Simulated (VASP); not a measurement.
# Sr: single point with LDA

The system is Sr.

```
Sr
1.0
     3.17841    0.00000    0.00000
     0.00000    3.17841    0.00000
     0.00000    0.00000    3.17841
Sr
1
Direct
  0.00000 0.00000 0.00000
```

- Program: VASP 6.6.1
- Task: single point
- Functional: LDA
- Potentials or basis: VASP PAW LDA potentials, release 64 (Sr_sv)
- Cutoff: 520 eV
- k mesh: 12 × 12 × 12
- Occupations: fermi-dirac, width 0.1 eV
- Spin: no spin polarisation

```yaml
Pressure: 8.2 GPa
Band_gap_on_the_k_mesh: zero (band 5 reaches 3.55 eV, above the bottom of band 6 at 3.31 eV)
```

Levels at points of the mesh, in eV from the Fermi level:
| k point | band 3 | band 4 | band 5 | band 6 | band 7 | band 8 |
| --- | --- | --- | --- | --- | --- | --- |
| (0.00, 0.00, 0.00) | -17.51 | -17.51 | -3.86 | 0.17 | 0.17 | 7.73 |
| (0.50, 0.00, 0.00) | -17.37 | -17.37 | -0.83 | 1.01 | 1.13 | 4.16 |
| (0.50, 0.50, 0.00) | -18.74 | -17.23 | -1.77 | 1.37 | 4.98 | 4.98 |
| (0.50, 0.50, 0.50) | -18.52 | -18.52 | -0.15 | -0.15 | -0.15 | 5.41 |

It took 6.5 s on 1 thread of Intel(R) Xeon(R) 6975P-C (Granite Rapids), with other jobs on the host, peak memory 0.14 GiB.
